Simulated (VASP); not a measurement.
Runs of VASP 6.6.1 on Al. The structure is that of space group Im-3m (No. 229), or close to it. The cells are those of the table. 

```csv
cell,gap on the mesh (eV),pressure (GPa)
"a = 2.793 Å, angles 108.9, 108.9, 110.5°, 1 atom",none,-2.9
"a = 2.788 Å, angles 109.0, 109.0, 110.4°, 1 atom",none,-2.6
"a = 2.747 Å, angles 109.6, 109.6, 109.2°, 1 atom",none,1.0
"a = 2.765 Å, angles 109.3, 109.3, 109.7°, 1 atom",none,(b)
"a = 2.738 Å, angles 109.7, 109.7, 108.9°, 1 atom",none,(a)
```

Alike in all rows: task single point; level r2SCAN; potentials or basis VASP PAW PBE potentials, release 64 (Al); no spin polarisation; k mesh 20 × 20 × 20; cutoff (eV) 520; smearing gaussian 0.15 eV.

Q: Estimate the missing entries.

A: (a) 1.9; (b) -0.7.

Caveats: the PAW data sets were made with another functional, which shifts forces and pressure a little.

A gap of «none» marks levels without a gap at the run's occupations.
